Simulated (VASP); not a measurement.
Input of a VASP 6.6.1 run:

INCAR

```
SYSTEM = LiLa8Ga8O24
ALGO = Normal ; EDIFF = 1E-6
ENCUT = 520 ; GGA = PS
ISIF = 2 ; ISMEAR = -1
ISYM = 0 ; LASPH = .True.
LCHARG = .False. ; LREAL = Auto
LWAVE = .False. ; NBANDS = 196
NELECT = 338.0 ; NELM = 80
PREC = Accurate ; SIGMA = 0.05
```

Contents of KPOINTS:

```
Automatic mesh
0
Gamma
  1 1 1
  0.25 0.25 0.25
```

Contents of POSCAR:

```
LiLa8Ga8O24
1.0
    7.7293080000      0.0000000000      0.0000000000
    0.0000000000      7.7293080000      0.0000000000
    0.0000000000      0.0000000000      7.7293080000
La Li Ga O
8 1 8 24
Direct
    0.9687170000      0.9847270000      0.9739150000
    0.0174620000      0.9774840000      0.4931680000
    0.9692270000      0.5635230000      0.9769120000
    0.0093570000      0.4823950000      0.5040070000
    0.4820640000      0.0097130000      0.0013680000
    0.5024140000      0.9824660000      0.4988470000
    0.4719400000      0.5126140000      0.9942360000
    0.5117320000      0.4980920000      0.4916970000
    0.3343480000      0.2253260000      0.3038910000
    0.2467350000      0.2479420000      0.7420120000
    0.2422670000      0.7558300000      0.2430350000
    0.2477170000      0.7461620000      0.7395750000
    0.7438850000      0.2526250000      0.2498520000
    0.7461130000      0.2488860000      0.7343160000
    0.7409060000      0.7525120000      0.2476220000
    0.7332370000      0.7528630000      0.7360990000
    0.0991590000      0.2838180000      0.1455700000
    0.2196130000      0.1777420000      0.9808420000
    0.2897750000      0.3005440000      0.5111510000
    0.2557190000      0.7820740000      0.9910630000
    0.2216070000      0.7030670000      0.4896190000
    0.8707280000      0.2783530000      0.0241570000
    0.6824540000      0.2289300000      0.4945290000
    0.7152980000      0.7318590000      0.9893760000
    0.7570110000      0.7889760000      0.4942090000
    0.9823260000      0.2215140000      0.3321570000
    0.9916050000      0.2165070000      0.6984060000
    0.9924350000      0.7868490000      0.2173600000
    0.9902380000      0.7748080000      0.7479130000
    0.5155550000      0.2849110000      0.1824180000
    0.5056480000      0.2716100000      0.8047930000
    0.4896870000      0.7124230000      0.2608890000
    0.4913710000      0.7194470000      0.7161600000
    0.2773990000      0.9979840000      0.2878350000
    0.2695210000      0.9938100000      0.6999450000
    0.2010200000      0.4895320000      0.1952550000
    0.2137040000      0.4974420000      0.7935340000
    0.7157290000      0.0013090000      0.2080840000
    0.7179520000      0.0039150000      0.7829930000
    0.7847970000      0.5070100000      0.2791410000
    0.7703110000      0.4995990000      0.7217790000
```

Potentials or basis: VASP PAW PBE potentials, release 64 (La, Li_sv, Ga_d, O).

Command:

```sh
$ cat potpaw_PBE.64/La/POTCAR potpaw_PBE.64/Li_sv/POTCAR potpaw_PBE.64/Ga_d/POTCAR potpaw_PBE.64/O/POTCAR > POTCAR
$ mpirun -np 1 vasp_std > vasp.out
```

(1) Estimate the largest force.

## Answers

(1) 0.098 eV/Å.

Caveat: the k points lie up to 0.81 Å⁻¹ apart; the cell carries a net charge on a neutralising background, which shifts energy and pressure; the PAW data sets were made with another functional, which shifts forces and pressure a little.
